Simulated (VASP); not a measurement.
A run of VASP 6.6.1:

File INCAR:

```
PREC     = Accurate       # precision mode
ENCUT    = 520            # plane-wave cutoff, eV
EDIFF    = 1E-7           # SCF threshold, eV
ISMEAR   = 0              # smearing method
SIGMA    = 0.05           # smearing width, eV
LREAL    = False          # projectors in reciprocal space
LASPH    = True           # aspherical terms in the spheres
NELM     = 60             # most SCF steps
ALGO     = Normal         # electronic algorithm
ISIF     = 2              # what is computed and relaxed
LWAVE    = False          # write WAVECAR
LCHARG   = True           # write CHGCAR
GGA      = CA             # functional
LELF     = True           # ELF
LVHAR    = True         
NBANDS   = 16             # bands
```

File KPOINTS:

```
Automatic mesh
0
Gamma
  10 10 10
```

The input POSCAR:

```
SrOs
1.0
    3.6003672161      0.0000000000      0.0000000000
    0.0000000000      3.6003672161      0.0000000000
    0.0000000000      0.0000000000      3.6003672161
Sr Os
1 1
Direct
    0.0000000000      0.0000000000      0.0000000000
    0.5000000000      0.5000000000      0.5000000000
```

Potentials or basis: VASP PAW LDA potentials, release 64 (Sr_sv, Os).

The run is started by

```bash
$ cat potpaw_LDA.64/Sr_sv/POTCAR potpaw_LDA.64/Os/POTCAR > POTCAR
$ mpirun -np 1 vasp_std > vasp.out
```

Hardware: 1 thread of Intel Xeon 8259CL, on a shared host.

Estimate the wall time of this run.

Wall time 60 s on 1 thread of Intel Xeon 8259CL, on a shared host, peak memory 0.18 GiB. Counts: scf iterations 13, k points 56.
